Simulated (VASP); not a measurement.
# As (Pm-3m) in VASP: notebook, part 2 of 2

VASP 6.6.1.

## (4) Single point, BLYP (volume scaled by 1.08)

INCAR

```
  PREC = Accurate
  ENCUT = 520
  EDIFF = 1E-6
  ISMEAR = -1
  SIGMA = 0.1
  LREAL = False
  LASPH = True
  NELM = 80
  ALGO = Normal
  ISIF = 2
  LWAVE = False
  LCHARG = False
  GGA = B5
  ALDAX = 1.0
  AGGAX = 1.0
  AGGAC = 1.0
  ALDAC = 0.0
  NBANDS = 8
```

KPOINTS

```
Automatic mesh
0
Gamma
  13 13 13
```

POSCAR

```
As
1.0
    2.8866003135      0.0000000000      0.0000000000
    0.0000000000      2.8866003135      0.0000000000
    0.0000000000      0.0000000000      2.8866003135
As
1
Direct
    0.0000000000      0.0000000000      0.0000000000
```

Potentials or basis: VASP PAW PBE potentials, release 64 (As).

Launch:

```
> cat potpaw_PBE.64/As/POTCAR > POTCAR
> mpirun -np 1 vasp_std > vasp.out
```

OUTCAR:

```text
PREC = Accurate
   ENCUT = 520
   EDIFF = 1E-6
   ISMEAR = -1
   LREAL = False
   LASPH = True
   NELM = 80
   ISIF = 2
   GGA = B5

 ion  position               nearest neighbor table
   1  0.000  0.000  0.000-

  LATTYP: Found a simple cubic cell.
 ALAT       =     2.8866003135

  Lattice vectors:

 A1 = (   2.8866003135,   0.0000000000,   0.0000000000)
 A2 = (   0.0000000000,   2.8866003135,   0.0000000000)
 A3 = (   0.0000000000,   0.0000000000,   2.8866003135)

Analysis of symmetry for initial positions (statically):
=====================================================================
 Subroutine PRICEL returns:
 Original cell was already a primitive cell.

 Routine SETGRP: Setting up the symmetry group for a
 simple cubic supercell.

 Subroutine GETGRP returns: Found 48 space group operations
 (whereof 48 operations were pure point group operations)
 out of a pool of 48 trial point group operations.

The static configuration has the point symmetry O_h .

Analysis of symmetry for dynamics (positions and initial velocities):
=====================================================================
 Subroutine PRICEL returns:
 Original cell was already a primitive cell.

 Routine SETGRP: Setting up the symmetry group for a
 simple cubic supercell.

 Subroutine GETGRP returns: Found 48 space group operations
 (whereof 48 operations were pure point group operations)
 out of a pool of 48 trial point group operations.

The dynamic configuration has the point symmetry O_h .

 Subroutine INISYM returns: Found 48 space group operations
 (whereof 48 operations are pure point group operations),
 and found     1 'primitive' translations

----------------------------------------------------------------------------------------

                                     Primitive cell

  volume of cell :      24.0525

  direct lattice vectors                    reciprocal lattice vectors
     2.886600313  0.000000000  0.000000000     0.346428286  0.000000000  0.000000000
     0.000000000  2.886600313  0.000000000     0.000000000  0.346428286  0.000000000
     0.000000000  0.000000000  2.886600313     0.000000000  0.000000000  0.346428286

  length of vectors
     2.886600313  2.886600313  2.886600313     0.346428286  0.346428286  0.346428286

  position of ions in fractional coordinates (direct lattice)
     0.000000000  0.000000000  0.000000000

  ion indices of the primitive-cell ions
   primitive index   ion index
                 1           1

----------------------------------------------------------------------------------------

 KPOINTS: Automatic mesh

Automatic generation of k-mesh.
 Grid dimensions read from file:
 generate k-points for:   13   13   13

 Generating k-lattice:

  Cartesian coordinates                     Fractional coordinates (reciprocal lattice)
     0.026648330  0.000000000  0.000000000     0.076923077  0.000000000  0.000000000
     0.000000000  0.026648330  0.000000000     0.000000000  0.076923077  0.000000000
     0.000000000  0.000000000  0.026648330     0.000000000  0.000000000  0.076923077

  Length of vectors
     0.026648330  0.026648330  0.026648330

  Shift w.r.t. Gamma in fractional coordinates (k-lattice)
     0.000000000  0.000000000  0.000000000

 Subroutine IBZKPT returns following result:
 ===========================================

 Found     84 irreducible k-points:

 Following reciprocal coordinates:
            Coordinates               Weight
  0.000000  0.000000  0.000000      1.000000
  0.076923  0.000000  0.000000      6.000000
  0.153846  0.000000  0.000000      6.000000
  0.230769  0.000000  0.000000      6.000000
  0.307692  0.000000  0.000000      6.000000
  0.384615  0.000000  0.000000      6.000000
[... 16 lines left out ...]
  0.307692  0.307692  0.000000     12.000000
  0.384615  0.307692  0.000000     24.000000
 [... further k-points ...]
   k-points           NKPTS =     84   k-points in BZ     NKDIM =     84   number of bands    NBANDS=      8
   number of dos      NEDOS =    301   number of ions     NIONS =      1
   total plane-waves  NPLWV =  13824
   dimension x,y,z NGX =    24 NGY =   24 NGZ =   24
   dimension x,y,z NGXF=    48 NGYF=   48 NGZF=   48
   ions per type =               1
   NGX,Y,Z   is equivalent  to a cutoff of  13.82, 13.82, 13.82 a.u.
   NGXF,Y,Z  is equivalent  to a cutoff of  27.64, 27.64, 27.64 a.u.
 SYSTEM =  unknown system
   PREC   = accura    normal or accurate (medium, high low for compatibility)
   ISTART =      0    job   : 0-new  1-cont  2-samecut
   ICHARG =      2    charge: 1-file 2-atom 10-const
   ISPIN  =      1    spin polarized calculation?
   LNONCOLLINEAR =      F non collinear calculations
   LSORBIT =      F    spin-orbit coupling
   LASPH  =      T    aspherical Exc in radial PAW
   ENCUT  =  520.0 eV  38.22 Ry    6.18 a.u.   5.37  5.37  5.37*2*pi/ulx,y,z
   NELM   =     80;   NELMIN=  2; NELMDL= -5     # of ELM steps
   EDIFF  = 0.1E-05   stopping-criterion for ELM
   LREAL  =      F    real-space projection
   EDIFFG = 0.1E-04   stopping-criterion for IOM
   NSW    =      0    number of steps for IOM
   IBRION =     -1    ionic relax: 0-MD 1-quasi-New 2-CG
   NFREE  =      0    steps in history (QN), initial steepest desc. (CG)
   ISIF   =      2    stress and relaxation
   ISYM   =      2    0-nonsym 1-usesym 2-fastsym
   POTIM  = 0.5000    time-step for ionic-motion
   TEBEG  =    0.0;   TEEND  =   0.0 temperature during run
   PSTRESS=    0.0 pullay stress
   NELECT =       5.0000    total number of electrons
   NUPDOWN=      -1.0000    fix difference up-down
   EMIN   =  10.00;   EMAX   =-10.00  energy-range for DOS
   EFERMI =   0.00;   METHOD = LEGACY
   ISMEAR =    -1;   SIGMA  =   0.10  broadening in eV -4-tet -1-fermi 0-gaus
   EFERMI_NEDOS =   21; number of points for ismear=-14 and -15
   IALGO  =     38    algorithm
   IMIX   =      4    mixing-type and parameters
     AMIX     =   0.40;   BMIX     =  1.00
     AMIX_MAG =   1.60;   BMIX_MAG =  1.00
  volume/ion in A,a.u.               =      24.05       162.31
  Fermi-wavevector in a.u.,A,eV,Ry     =   0.969791  1.832639 12.796207  0.940495
  Thomas-Fermi vector in A             =   2.099873
   LORBIT       =      0    0 simple, 1 ext, 2 COOP (PROOUT), +10 PAW based schemes
   GGA     = B5    functional components
   LHFCALC =     F    Hartree Fock is set to
   AEXX    =    0.0000 exact exchange contribution
   IVDW    =     0    specifies the selected vdW correction
   LEPSILON=     F    determine dielectric tensor
   LRPA    =     F    only Hartree local field effects (RPA)
 non-spin polarized calculation
  energy-cutoff  :      520.00
  volume of cell :       24.05
 maximum number of plane-waves:       663
 NGX is ok and might be reduce to    24
   NGX = 11   NGY = 11   NGZ = 11

 number of electron       5.0000001 magnetization

 Free energy of the ion-electron system (eV)
  ---------------------------------------------------
  ext. energy  EPLUGINS =         0.00000000
  ---------------------------------------------------
  free energy    TOTEN  =        -3.79323258 eV

  energy without entropy =       -3.77958567  energy(sigma->0) =       -3.78640912

 E-fermi :   4.3322     XC(G=0):  -8.9228

 val. band max:        4.2228380105   @ k =   0.3846   0.3077   0.3077
 cond. band min:       4.3789887440   @ k =   0.3077   0.2308   0.1538
 fundamental gap:      0.1561507335
 Fermi energy:         4.3321890838

 k-point     1 :       0.0000    0.0000    0.0000
  band No.  band energies     occupation
      1      -9.0946      2.00000
      2       7.6611      0.00000
      3       7.6611      0.00000
      4       7.6611      0.00000
      5      12.8182      0.00000
      6      12.8182      0.00000
      7      13.6483      0.00000
      8      26.8274      0.00000

 k-point     2 :       0.0769    0.0000    0.0000
  band No.  band energies     occupation
      1      -9.0072      2.00000
      2       6.6695      0.00000
      3       7.7338      0.00000
      4       7.7338      0.00000
      5      12.9012      0.00000
      6      13.3450      0.00000
      7      14.3773      0.00000
      8      25.3894      0.00000
[... 221 lines left out ...]
 k-point    23 :       0.3077    0.3077    0.0000
  band No.  band energies     occupation
      1      -6.5265      2.00000
      2       2.2652      2.00000
      3       2.4885      2.00000
      4       9.6106      0.00000
      5      12.1143      0.00000
      6      16.0426      0.00000
      7      20.9785      0.00000
      8      21.6656      0.00000

 k-point    24 :       0.3846    0.3077    0.0000
  band No.  band energies     occupation
      1      -5.9713      2.00000
      2       1.0201      2.00000
      3       2.8596      2.00000
      4       9.9588      0.00000
      5      10.8786      0.00000
      6      16.7100      0.00000
      7      20.1741      0.00000
      8      21.4565      0.00000

 [... further k-points ...]
[... 5 lines left out ...]
  --------------------------------------------------------------------------------------
  -------------------------------------------------------------------------------------
  Total       -0.6344399     -0.6344399     -0.6344399      0.0000000      0.0000000     -0.0000000
  in kB      -42.2611273    -42.2611273    -42.2611273      0.0000000      0.0000000     -0.0000000
  external PRESSURE =     -42.2611273 kB  Pullay stress =       0.0000000 kB

 VOLUME and BASIS-vectors are now :
 -----------------------------------------------------------------------------
  energy-cutoff  :      520.00
  volume of cell :       24.05
      direct lattice vectors                 reciprocal lattice vectors
     2.886600313  0.000000000  0.000000000     0.346428286  0.000000000  0.000000000
     0.000000000  2.886600313  0.000000000     0.000000000  0.346428286  0.000000000
     0.000000000  0.000000000  2.886600313     0.000000000  0.000000000  0.346428286

 POSITION                                       TOTAL-FORCE (eV/Angst)
 -----------------------------------------------------------------------------------
      0.00000      0.00000      0.00000         0.000000      0.000000      0.000000
 -----------------------------------------------------------------------------------
    total drift:                                0.000000      0.000000      0.000000

  FREE ENERGIE OF THE ION-ELECTRON SYSTEM (eV)
  ---------------------------------------------------
  free  energy   TOTEN  =        -3.7932325833 eV

  energy  without entropy=       -3.7795856651  energy(sigma->0) =       -3.78640912
```

It took 16 s on 1 thread of Intel Xeon 8259CL, shared host; peak memory 0.14 GiB.

What came out:

| Property | Result |
| --- | --- |
| Free energy | -3.7932 eV |
| Pressure | -4.2 GPa |

Caveat: the PAW data sets were made with another functional, which shifts forces and pressure a little.

## (5) Single point, BLYP (volume scaled by 1.12)

INCAR

```
SYSTEM = As
AGGAC = 1.0 ; AGGAX = 1.0
ALDAC = 0.0 ; ALDAX = 1.0
ALGO = Normal ; EDIFF = 1E-6
ENCUT = 520 ; GGA = B5
ISIF = 2 ; ISMEAR = -1
LASPH = .TRUE. ; LCHARG = .FALSE.
LREAL = .FALSE. ; LWAVE = .FALSE.
NBANDS = 8 ; NELM = 60
PREC = Accurate ; SIGMA = 0.1
```

KPOINTS

```
k-points
0
G
  13 13 13
  0 0 0
```

POSCAR

```
As
1.0
    2.9218062260      0.0000000000      0.0000000000
    0.0000000000      2.9218062260      0.0000000000
    0.0000000000      0.0000000000      2.9218062260
As
1
Direct
    0.0000000000      0.0000000000      0.0000000000
```

Launch:

```
> cat potpaw_PBE.64/As/POTCAR > POTCAR
> mpirun -np 1 vasp_std > vasp.out
```

It took 15 s on 1 thread of Intel Xeon 8259CL, shared host; peak memory 0.14 GiB.

The run converged. Its results:

| Property | Result |
| --- | --- |
| Free energy | -3.7656 eV |
| Pressure | -5.7 GPa |

Levels at points of the mesh, in eV from the Fermi level:
```csv
k point,band 1,band 2,band 3,band 4,band 5,band 6
"(0.00, 0.00, 0.00)",-13.16,3.21,3.21,3.21,8.47,8.47
```

Caveat: the PAW data sets were made with another functional, which shifts forces and pressure a little.

## (6) Single point, BLYP

INCAR

```
SYSTEM = As
AGGAC = 1.0
AGGAX = 1.0
ALDAC = 0.0
ALDAX = 1.0
ALGO = Normal
EDIFF = 1E-6
ENCUT = 520
GGA = B5
ISIF = 2
ISMEAR = -1
LASPH = .TRUE.
LCHARG = .TRUE.
LELF = .TRUE.
LREAL = .FALSE.
LVHAR = .TRUE.
LWAVE = .FALSE.
NBANDS = 8
NELM = 100
PREC = Accurate
SIGMA = 0.1
```

KPOINTS

```
k-points
0
G
  18 18 18
  0 0 0
```

POSCAR

```
As
1.0
    2.8134901733      0.0000000000      0.0000000000
    0.0000000000      2.8134901733      0.0000000000
    0.0000000000      0.0000000000      2.8134901733
As
1
Direct
    0.0000000000      0.0000000000      0.0000000000
```

Potentials or basis: VASP PAW PBE potentials, release 64 (As).

Launch:

```
> cat potpaw_PBE.64/As/POTCAR > POTCAR
> mpirun -np 1 vasp_std > vasp.out
```

Wall time 32 s (1 thread of Intel Xeon 8259CL, shared host); peak memory 0.16 GiB.

The run converged. Its results:

```
Free energy : -3.8103 eV
Pressure    : 0.0 GPa
```

Levels at points of the mesh, in eV from the Fermi level:
```csv
k point,band 1,band 2,band 3,band 4,band 5,band 6
"(0.00, 0.00, 0.00)",-13.98,3.63,3.63,3.63,8.57,8.57
"(0.50, 0.00, 0.00)",-11.40,-5.92,5.47,5.47,10.89,13.63
"(0.50, 0.50, 0.00)",-8.76,-3.68,-3.68,3.37,7.18,15.20
"(0.50, 0.50, 0.50)",-5.92,-1.65,-1.65,-1.65,6.39,6.39
```

Caveat: the PAW data sets were made with another functional, which shifts forces and pressure a little.

## (7) The runs side by side

```tsv
cell	k mesh	gap on the mesh (eV)	pressure (GPa)
a = 2.813 Å, 1 atom	13 × 13 × 13	none	-0.2
a = 2.851 Å, 1 atom	13 × 13 × 13	none	-2.4
a = 2.887 Å, 1 atom	13 × 13 × 13	none	-4.2
a = 2.922 Å, 1 atom	13 × 13 × 13	none	-5.7
a = 2.813 Å, 1 atom	18 × 18 × 18	none	0.0
```

Alike in all rows: task single point; level BLYP; potentials or basis VASP PAW PBE potentials, release 64 (As); no spin polarisation; cutoff (eV) 520; smearing fermi-dirac 0.1 eV.

Caveats: the PAW data sets were made with another functional, which shifts forces and pressure a little.

Absolute energies hang on the potentials; compare differences alone.
